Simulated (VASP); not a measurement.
# GaAs (F-43m) in VASP: notebook

Runs on GaAs. Level: r2SCAN. Tasks: phonons.

All numbers are computed with VASP 6.6.1; they aren't measurements. Logs are shortened: lines on timing, memory, paths and dates and some standing lists are left out, and cuts for length are marked.

### Step 1. The cell of the first run

The structure is cubic, space group F-43m (No. 216). The conventional cell has a = 5.722 Å, b = 5.722 Å, c = 5.722 Å, α = 90.00°, β = 90.00°, γ = 90.00°. Ga (site symmetry -43m) has 4 As at 2.48 Å within 3.3 Å. Within 3.3 Å of As (site symmetry -43m) lie 4 Ga at 2.48 Å.

### Step 2. Phonons, r2SCAN

Input file INCAR:

```
SYSTEM = GaAs
PREC     = Accurate       ! precision mode
ENCUT    = 520            ! plane-wave cutoff, eV
EDIFF    = 1E-8           ! SCF threshold, eV
ISMEAR   = 0              ! smearing method
SIGMA    = 0.01           ! smearing width, eV
LREAL    = .False.        ! projectors in reciprocal space
LASPH    = .True.         ! aspherical terms in the spheres
NELM     = 60             ! most SCF steps
ALGO     = Normal         ! electronic algorithm
ISIF     = 2              ! what is computed and relaxed
LWAVE    = .False.        ! write WAVECAR
LCHARG   = .True.         ! write CHGCAR
METAGGA  = R2SCAN         ! meta-GGA
LMIXTAU  = .True.       
NBANDS   = 16             ! bands
IBRION   = 6              ! ionic algorithm
NFREE    = 2            
POTIM    = 0.015          ! step
NSW      = 1              ! ionic steps
```

Input file KPOINTS:

```
regular mesh
0
Gamma
  8 8 8
  0 0 0
```

Input file POSCAR:

```
GaAs
1.0
    2.8608912163      2.8608912163      0.0000000000
   -2.8608912163      2.8608912163      0.0000000000
    0.0000000000      2.8608912163      2.8608912163
Ga As
1 1
Direct
    0.0000000000      0.0000000000      0.0000000000
    0.7500000000      0.2500000000      0.5000000000
```

Potentials or basis: VASP PAW PBE potentials, release 64 (Ga_d, As).

On the command line:

```sh
cat potpaw_PBE.64/Ga_d/POTCAR potpaw_PBE.64/As/POTCAR > POTCAR
mpirun -np 1 vasp_std > vasp.out
```

OUTCAR:

```text
SYSTEM = GaAs
   PREC = Accurate
   ENCUT = 520
   EDIFF = 1E-8
   ISMEAR = 0
   LREAL = .False.
   LASPH = .True.
   NELM = 60
   ISIF = 2
   METAGGA = R2SCAN
   IBRION = 6
   NFREE = 2
   POTIM = 0.015
   NSW = 1

 ion  position               nearest neighbor table
   1  0.000  0.000  0.000-   2 2.48   2 2.48   2 2.48   2 2.48
   2  0.750  0.250  0.500-   1 2.48   1 2.48   1 2.48   1 2.48

  LATTYP: Found a face centered cubic cell.
 ALAT       =     5.7217824326

  Lattice vectors:

 A1 = (   0.0000000000,   2.8608912163,   2.8608912163)
 A2 = (   2.8608912163,   0.0000000000,   2.8608912163)
 A3 = (   2.8608912163,   2.8608912163,   0.0000000000)

Analysis of symmetry for initial positions (statically):
=====================================================================
 Subroutine PRICEL returns:
 Original cell was already a primitive cell.

 Routine SETGRP: Setting up the symmetry group for a
 face centered cubic supercell.

 Subroutine GETGRP returns: Found 24 space group operations
 (whereof 24 operations were pure point group operations)
 out of a pool of 48 trial point group operations.

The static configuration has the point symmetry T_d .

Analysis of symmetry for dynamics (positions and initial velocities):
=====================================================================
 Subroutine PRICEL returns:
 Original cell was already a primitive cell.

 Routine SETGRP: Setting up the symmetry group for a
 face centered cubic supercell.

 Subroutine GETGRP returns: Found 24 space group operations
 (whereof 24 operations were pure point group operations)
 out of a pool of 48 trial point group operations.

The dynamic configuration has the point symmetry T_d .

 Subroutine INISYM returns: Found 24 space group operations
 (whereof 24 operations are pure point group operations),
 and found     1 'primitive' translations

----------------------------------------------------------------------------------------

                                     Primitive cell

  volume of cell :      46.8311

  direct lattice vectors                    reciprocal lattice vectors
     2.860891216  2.860891216  0.000000000     0.174770714  0.174770714 -0.174770714
    -2.860891216  2.860891216  0.000000000    -0.174770714  0.174770714 -0.174770714
     0.000000000  2.860891216  2.860891216     0.000000000  0.000000000  0.349541428

  length of vectors
     4.045911159  4.045911159  4.045911159     0.302711756  0.302711756  0.349541428

  position of ions in fractional coordinates (direct lattice)
     0.000000000  0.000000000  0.000000000
     0.750000000  0.250000000  0.500000000

  ion indices of the primitive-cell ions
   primitive index   ion index
                 1           1
                 2           2

----------------------------------------------------------------------------------------

 KPOINTS: regular mesh

Automatic generation of k-mesh.
 Grid dimensions read from file:
 generate k-points for:    8    8    8

 Generating k-lattice:

  Cartesian coordinates                     Fractional coordinates (reciprocal lattice)
     0.021846339  0.021846339 -0.021846339     0.125000000  0.000000000  0.000000000
    -0.021846339  0.021846339 -0.021846339     0.000000000  0.125000000  0.000000000
     0.000000000  0.000000000  0.043692678     0.000000000  0.000000000  0.125000000

  Length of vectors
     0.037838969  0.037838969  0.043692678

  Shift w.r.t. Gamma in fractional coordinates (k-lattice)
     0.000000000  0.000000000  0.000000000

 Subroutine IBZKPT returns following result:
 ===========================================

 Found     29 irreducible k-points:

 Following reciprocal coordinates:
            Coordinates               Weight
  0.000000  0.000000  0.000000      1.000000
  0.125000  0.000000  0.000000      8.000000
  0.250000  0.000000  0.000000      8.000000
  0.375000  0.000000  0.000000      8.000000
  0.500000  0.000000  0.000000      4.000000
  0.125000  0.125000  0.000000     12.000000
[... 16 lines left out ...]
  0.375000  0.250000  0.125000     48.000000
  0.500000  0.250000  0.125000     24.000000
 [... further k-points ...]
   k-points           NKPTS =     29   k-points in BZ     NKDIM =     29   number of bands    NBANDS=     16
   number of dos      NEDOS =    301   number of ions     NIONS =      2
   total plane-waves  NPLWV =  27000
   dimension x,y,z NGX =    30 NGY =   30 NGZ =   30
   dimension x,y,z NGXF=    60 NGYF=   60 NGZF=   60
   ions per type =               1   1
   NGX,Y,Z   is equivalent  to a cutoff of  12.33, 12.33, 12.33 a.u.
   NGXF,Y,Z  is equivalent  to a cutoff of  24.65, 24.65, 24.65 a.u.
 SYSTEM =  GaAs
   PREC   = accura    normal or accurate (medium, high low for compatibility)
   ISTART =      0    job   : 0-new  1-cont  2-samecut
   ICHARG =      2    charge: 1-file 2-atom 10-const
   ISPIN  =      1    spin polarized calculation?
   LNONCOLLINEAR =      F non collinear calculations
   LSORBIT =      F    spin-orbit coupling
   LASPH  =      T    aspherical Exc in radial PAW
   ENCUT  =  520.0 eV  38.22 Ry    6.18 a.u.   7.52  7.52  7.52*2*pi/ulx,y,z
   NELM   =     60;   NELMIN=  2; NELMDL= -5     # of ELM steps
   EDIFF  = 0.1E-07   stopping-criterion for ELM
   LREAL  =      F    real-space projection
   EDIFFG = 0.1E-06   stopping-criterion for IOM
   NSW    =     61    number of steps for IOM
   IBRION =      6    ionic relax: 0-MD 1-quasi-New 2-CG
   NFREE  =      2    steps in history (QN), initial steepest desc. (CG)
   ISIF   =      2    stress and relaxation
   ISYM   =      2    0-nonsym 1-usesym 2-fastsym
   POTIM  = 0.0150    time-step for ionic-motion
   TEBEG  =    0.0;   TEEND  =   0.0 temperature during run
   PSTRESS=    0.0 pullay stress
   NELECT =      18.0000    total number of electrons
   NUPDOWN=      -1.0000    fix difference up-down
   EMIN   =  10.00;   EMAX   =-10.00  energy-range for DOS
   EFERMI =   0.00;   METHOD = LEGACY
   ISMEAR =     0;   SIGMA  =   0.01  broadening in eV -4-tet -1-fermi 0-gaus
   EFERMI_NEDOS =   21; number of points for ismear=-14 and -15
   IALGO  =     38    algorithm
   IMIX   =      4    mixing-type and parameters
     AMIX     =   0.40;   BMIX     =  1.00
     AMIX_MAG =   1.60;   BMIX_MAG =  1.00
  volume/ion in A,a.u.               =      23.42       158.02
  Fermi-wavevector in a.u.,A,eV,Ry     =   1.190294  2.249330 19.276739  1.416800
  Thomas-Fermi vector in A             =   2.326382
   LORBIT       =      0    0 simple, 1 ext, 2 COOP (PROOUT), +10 PAW based schemes
   METAGGA = R2SCAN    functional components
   LHFCALC =     F    Hartree Fock is set to
   AEXX    =    0.0000 exact exchange contribution
   IVDW    =     0    specifies the selected vdW correction
   LEPSILON=     F    determine dielectric tensor
   LRPA    =     F    only Hartree local field effects (RPA)
 finite differences with symmetry
 non-spin polarized calculation
 Gauss-broadening in eV      SIGMA  =   0.01
  energy-cutoff  :      520.00
  volume of cell :       46.83
 maximum number of plane-waves:      1283
   NGX = 15   NGY = 15   NGZ = 15

--------------------------------------- Ionic step        1  -------------------------------------------

 number of electron      17.9999984 magnetization

 Free energy of the ion-electron system (eV)
  ---------------------------------------------------
  ext. energy  EPLUGINS =         0.00000000
  ---------------------------------------------------
  free energy    TOTEN  =       -27.04538594 eV

  energy without entropy =      -27.04538594  energy(sigma->0) =      -27.04538594

------------------------ aborting loop because EDIFF is reached ----------------------------------------

  FORCE on cell =-STRESS in cart. coord.  units (eV):
  Direction    XX          YY          ZZ          XY          YZ          ZX
  --------------------------------------------------------------------------------------
  -------------------------------------------------------------------------------------
  Total       -0.5517292     -0.5517292     -0.5517292     -0.0000000     -0.0000000     -0.0000000
  in kB      -18.8756767    -18.8756767    -18.8756767     -0.0000000     -0.0000000     -0.0000000
  external PRESSURE =     -18.8756767 kB  Pullay stress =       0.0000000 kB
[... 129 lines left out ...]
  energy  without entropy=      -27.0443980613  energy(sigma->0) =      -27.04439806

--------------------------------------- Ionic step        5  -------------------------------------------

 number of electron      17.9999984 magnetization

 Free energy of the ion-electron system (eV)
  ---------------------------------------------------
  ext. energy  EPLUGINS =         0.00000000
  ---------------------------------------------------
  free energy    TOTEN  =       -27.04439469 eV

  energy without entropy =      -27.04439469  energy(sigma->0) =      -27.04439469

 E-fermi :   3.5254     XC(G=0): -10.0840

 val. band max:        3.3929198096   @ k =   0.0000   0.0000   0.0000
 cond. band min:       4.0568725236   @ k =   0.0000   0.0000   0.0000
 fundamental gap:      0.6639527140
 Fermi energy:         3.5254105993

 k-point     1 :       0.0000    0.0000    0.0000
  band No.  band energies     occupation
      1     -11.8334      2.00000
      2     -11.8322      2.00000
      3     -11.8306      2.00000
      4     -11.7514      2.00000
      5     -11.7513      2.00000
      6      -9.6034      2.00000
[... 8 lines left out ...]
     15      13.8917      0.00000
     16      13.8921      0.00000
[... 420 lines left out ...]
  band No.  band energies     occupation
      1     -11.9172      2.00000
      2     -11.8072      2.00000
      3     -11.8002      2.00000
      4     -11.7553      2.00000
      5     -11.7480      2.00000
      6      -7.5185      2.00000
[... 8 lines left out ...]
     15      15.5203      0.00000
     16      16.0083      0.00000

 [... further k-points ...]

------------------------ aborting loop because EDIFF is reached ----------------------------------------

  FORCE on cell =-STRESS in cart. coord.  units (eV):
  Direction    XX          YY          ZZ          XY          YZ          ZX
  --------------------------------------------------------------------------------------
  -------------------------------------------------------------------------------------
  Total       -0.5511060     -0.5491082     -0.5491082      0.0000000     -0.0890785      0.0000000
  in kB      -18.8543555    -18.7860055    -18.7860055      0.0000000     -3.0475403      0.0000000
  external PRESSURE =     -18.8087888 kB  Pullay stress =       0.0000000 kB
[... 17 lines left out ...]
  FREE ENERGIE OF THE ION-ELECTRON SYSTEM (eV)
  ---------------------------------------------------
  free  energy   TOTEN  =       -27.0443946931 eV

  energy  without entropy=      -27.0443946931  energy(sigma->0) =      -27.04439469

 INTERNAL STRAIN TENSORS FROM DISPLACED ATOMS
 ============================================

 INTERNAL STRAIN TENSOR FOR ION    1 for displacements in x,y,z  (eV/Angst):
          X           Y           Z          XY          YZ          ZX
  --------------------------------------------------------------------------------
  x     0.00000     0.00000     0.00000     0.00000    -5.70247     0.00000
  y     0.00000    -0.00000     0.00000     0.00000     0.00000    -5.70247
  z     0.00000     0.00000     0.00000    -5.70247     0.00000     0.00000

 INTERNAL STRAIN TENSOR FOR ION    2 for displacements in x,y,z  (eV/Angst):
          X           Y           Z          XY          YZ          ZX
  --------------------------------------------------------------------------------
  x    -0.00000     0.00000     0.00000     0.00000     5.91260     0.00000
  y     0.00000     0.00000     0.00000     0.00000     0.00000     5.91260
  z     0.00000     0.00000    -0.00000     5.91260     0.00000     0.00000

 Eigenvectors and eigenvalues of the dynamical matrix
 ----------------------------------------------------

   1 f  =    7.737883 THz    48.618553 2PiTHz  258.107993 cm-1    32.001298 meV
             X         Y         Z           dx          dy          dz
      0.000000  0.000000  0.000000     0.000000   -0.000000    0.722264
      1.430446  4.291337  1.430446    -0.000000    0.000000   -0.691617

   2 f  =    7.737883 THz    48.618553 2PiTHz  258.107993 cm-1    32.001298 meV
             X         Y         Z           dx          dy          dz
      0.000000  0.000000  0.000000    -0.000000   -0.722264   -0.000000
      1.430446  4.291337  1.430446     0.000000    0.691617    0.000000
[... 11 lines left out ...]
   5 f/i=    0.028609 THz     0.179753 2PiTHz    0.954278 cm-1     0.118315 meV
             X         Y         Z           dx          dy          dz
      0.000000  0.000000  0.000000    -0.184581   -0.116276   -0.656311
      1.430446  4.291337  1.430446    -0.192760   -0.121428   -0.685394

   6 f/i=    0.028609 THz     0.179753 2PiTHz    0.954278 cm-1     0.118315 meV
             X         Y         Z           dx          dy          dz
      0.000000  0.000000  0.000000     0.437589   -0.534835   -0.028313
      1.430446  4.291337  1.430446     0.456979   -0.558535   -0.029567

 ELASTIC MODULI CONTR FROM IONIC RELAXATION (kBar)
 Direction    XX          YY          ZZ          XY          YZ          ZX
 --------------------------------------------------------------------------------
 XX          -0.0000      0.0000      0.0000      0.0000      0.0000      0.0000
 YY           0.0000     -0.0000      0.0000      0.0000      0.0000     -0.0000
 ZZ           0.0000      0.0000     -0.0000      0.0000      0.0000      0.0000
 XY           0.0000      0.0000      0.0000   -130.4329      0.0000      0.0000
 YZ           0.0000      0.0000      0.0000      0.0000   -130.4329      0.0000
 ZX           0.0000     -0.0000      0.0000      0.0000      0.0000   -130.4329
 --------------------------------------------------------------------------------
```

It took 16 min on 1 thread of AMD EPYC 9R45 (Zen 5), shared host; peak memory 0.24 GiB.

Results:

```
Highest phonon frequency at Γ, LO-TO splitting left out : 258 cm⁻¹
```

Phonon frequencies in cm⁻¹ (negative: imaginary):
```tsv
q point	frequencies
(0.000, 0.000, 0.000)	-1 -1 -1 258 258 258
```

Caveat: the cell stands under pressure or tension, which shifts response properties; the PAW data sets were made with another functional, which shifts forces and pressure a little.

(Part 1 of 3 ends here.)
